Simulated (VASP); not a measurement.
Here is a VASP 6.6.1 calculation.

Contents of INCAR:

```
SYSTEM = Ti5C
ALGO     = Normal         ! electronic algorithm
EDIFF    = 1E-6           ! SCF threshold, eV
ENCUT    = 520            ! plane-wave cutoff, eV
GGA      = PE             ! functional
ISIF     = 2              ! what is computed and relaxed
ISMEAR   = 0              ! smearing method
LASPH    = .TRUE.         ! aspherical terms in the spheres
LCHARG   = .FALSE.        ! write CHGCAR
LREAL    = .FALSE.        ! projectors in reciprocal space
LWAVE    = .FALSE.        ! write WAVECAR
NBANDS   = 41             ! bands
NELM     = 80             ! most SCF steps
PREC     = Accurate       ! precision mode
SIGMA    = 0.1            ! smearing width, eV
```

The input KPOINTS:

```
k-points
0
G
  10 10 10
  0 0 0
```

The input POSCAR:

```
Ti5C
1.0
    0.0000000000      3.6312334655      3.6312334655
    3.6312334655      0.0000000000      3.6312334655
    3.6312334655      3.6312334655      0.0000000000
Ti C
5 1
Direct
    0.1224981176      0.1224981176      0.6325056471
    0.1224981176      0.6325056471      0.1224981176
    0.7500000000      0.7500000000      0.7500000000
    0.1224981176      0.1224981176      0.1224981176
    0.6325056471      0.1224981176      0.1224981176
    0.5000000000      0.5000000000      0.5000000000
```

Potentials or basis: VASP PAW PBE potentials, release 64 (Ti_sv, C).

Launch:

```bash
$ cat potpaw_PBE.64/Ti_sv/POTCAR potpaw_PBE.64/C/POTCAR > POTCAR
$ mpirun -np 1 vasp_std > vasp.out
```

Estimate the band gap on the k mesh.

zero (bands 32 and 33 overlap by 0.41 eV).

Estimate the pressure.

-0.2 GPa.

Predict the largest force.

0.011 eV/Å.

Forces on the atoms (eV/Å):
```
Ti  -0.007 -0.007  0.007
Ti  -0.007  0.007 -0.007
Ti   0.000  0.000  0.000
Ti   0.007  0.007  0.007
Ti   0.007 -0.007 -0.007
C    0.000  0.000  0.000
```
